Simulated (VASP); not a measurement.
# Pd: electric field gradients with LDA

Pd:

```
Pd
1.0
     0.00000    1.97049    1.97049
     1.97049    0.00000    1.97049
     1.97049    1.97049    0.00000
Pd
1
Direct
  0.00000 0.00000 0.00000
```

This cell differs from its parent crystal: functional lda, volume scaled by 1.04.

| Item | Value |
| --- | --- |
| Program | VASP 6.6.1 |
| Task | electric field gradients |
| Functional | LDA |
| Potentials or basis | VASP PAW LDA potentials, release 64 (Pd) |
| Cutoff | 520 eV |
| k mesh | 18 × 18 × 18 |
| Occupations | fermi-dirac, width 0.05 eV |
| Spin | no spin polarisation |
| Dipole correction | no |
| Further INCAR settings | ALGO = Normal; EDIFF = 1e-08; NBANDS = 11 |

| Property | Result |
| --- | --- |
| Pressure | -14.2 GPa |
| Band gap on the k mesh | zero (band 5 reaches 9.25 eV, above the bottom of band 6 at 7.76 eV) |

Levels at points of the mesh, in eV from the Fermi level:
```
           k point  band 1  band 2  band 3  band 4  band 5  band 6  band 7  band 8  band 9  band 10
(0.00, 0.00, 0.00)   -6.96   -2.71   -2.71   -2.71   -1.16   -1.16   17.11   21.62   21.62    21.62
(0.50, 0.00, 0.00)   -5.08   -2.74   -2.74   -0.02   -0.02    1.02    6.96   16.47   20.55    20.55
(0.50, 0.50, 0.00)   -5.12   -4.86   -0.04    0.27    0.27    3.25   10.33   12.86   12.86    20.99
```

Run time: 23 s on 1 thread of Intel(R) Xeon(R) Platinum 8488C (Sapphire Rapids), with other jobs on the host, peak memory 0.15 GiB.

Caveat: without QUAD_EFG the Cq values of the log hold for a quadrupole moment of 1 mb, not for the nuclei.
